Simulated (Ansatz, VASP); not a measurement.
Two plane-wave programs on ScAlN2

INCAR

```
SYSTEM = ScAlN2
PREC = Accurate
ENCUT = 600
EDIFF = 1E-6
ISMEAR = 0
SIGMA = 0.1
LREAL = .False.
LASPH = .True.
NELM = 60
ALGO = Normal
ISIF = 3
LWAVE = .False.
LCHARG = .False.
GGA = PE
IBRION = 2
NSW = 90
EDIFFG = -0.04
```

File KPOINTS:

```
Automatic mesh
0
Gamma
  6 6 6
  0 0 0
```

POSCAR

```
ScAlN2
1.0
    2.1225667700      1.2254644900      4.2185147700
   -2.1225667700      1.2254644900      4.2185147700
    0.0000000000     -2.4509289900      4.2185147700
Sc Al N
1 1 2
Direct
    0.5000000000      0.5000000000      0.5000000000
    0.0000000000      0.0000000000      0.0000000000
    0.1868452900      0.1868452900      0.1868452900
    0.8131547100      0.8131547100      0.8131547100
```

Input for Ansatz:

```yaml
crystal:
  lattice:
    - [2.12256677, 1.22546449, 4.21851477]
    - [-2.12256677, 1.22546449, 4.21851477]
    - [0.0, -2.45092899, 4.21851477]
  atoms:
    - { symbol: Sc, position: [0.5, 0.5, 0.5] }
    - { symbol: Al, position: [0.0, 0.0, 0.0] }
    - { symbol: "N", position: [0.18684529, 0.18684529, 0.18684529] }
    - { symbol: "N", position: [0.81315471, 0.81315471, 0.81315471] }
basis:
  ecutwfc: 420
kpoints:
  mp_grid: { grid: [6, 6, 6] }
hamiltonian:
  xc: pbe
scf:
  occupations: { method: gaussian, width: 0.1 }
  lower_state_search: "off"
output:
  forces: true
  stress: true
  eigenvalues: true
relax:
  adjacent_minimum: "off"
  f_tol: 0.04
  max_steps: 70
  cell: { stress_tol: 0.4 }
```

Alike in both runs: task relaxation of cell and atoms; functional PBE; k mesh 6 × 6 × 6; occupations gaussian, width 0.1 eV; no spin polarisation.

```csv
,VASP,Ansatz
version,VASP 6.6.1,Ansatz 0.2.0
potentials or method,"VASP PAW PBE potentials, release 64 (Sc_sv, Al, N), cutoff 600 eV","scalar-relativistic, plane waves, PAW"
valence electrons in the cell,24,24
```

Ansatz gave:

```
gap on the k mesh at the Fermi level, each at its own relaxed structure (eV) : 0.73
relaxed volume (Å³/atom)                                                     : 10.93
relaxed cell length with the largest relative difference (Å)                 : 3.642
```

Q: Estimate VASP's values.

A: gap on the k mesh at the Fermi level, each at its own relaxed structure (eV): 0.70; relaxed volume (Å³/atom): 10.99; relaxed cell length with the largest relative difference (Å): 3.649.

Noted on VASP's run: the volume moved by over 15 % at a fixed basis, so the end points are rough.
